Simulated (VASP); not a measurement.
Write the native input for VASP 6.6.1 that does the following.

* Task: single point
* Functional: PBE
* Potentials or basis: VASP PAW PBE potentials, release 64 (Ca_sv)
* Cutoff: 520 eV
* k mesh: 10 × 10 × 10
* Occupations: fermi-dirac, width 1 eV
* Spin: no spin polarisation
* Dipole correction: no
* Further INCAR settings: ALGO = Normal; EDIFF = 1e-06; NBANDS = 11

The structure of Ca lies in POSCAR:

```
Ca
1.0
    0.0000000000      2.7627089163      2.7627089163
    2.7627089163      0.0000000000      2.7627089163
    2.7627089163      2.7627089163      0.0000000000
Ca
1
Direct
    0.0000000000      0.0000000000      0.0000000000
```

One way to write it, as run:

INCAR

```
SYSTEM = Ca
PREC = Accurate
ENCUT = 520
EDIFF = 1E-6
ISMEAR = -1
SIGMA = 1.0
LREAL = .FALSE.
LASPH = .TRUE.
NELM = 80
ALGO = Normal
ISIF = 2
LWAVE = .FALSE.
LCHARG = .FALSE.
GGA = PE
NBANDS = 11
```

KPOINTS

```
regular mesh
0
G
  10 10 10
  0 0 0
```

Potentials or basis: VASP PAW PBE potentials, release 64 (Ca_sv).

Launch:

```bash
$ cat potpaw_PBE.64/Ca_sv/POTCAR > POTCAR
$ mpirun -np 1 vasp_std > vasp.out
```

It gave:

```json
{
  "Pressure": "1.9 GPa",
  "Band gap on the k mesh": "zero (bands 5 and 6 overlap by 0.36 eV)"
}
```

Caveat: so wide a smearing shifts energies and pressures.

It took 36 s on 1 thread of Intel Xeon 8259CL, on a shared host, peak memory 0.17 GiB.
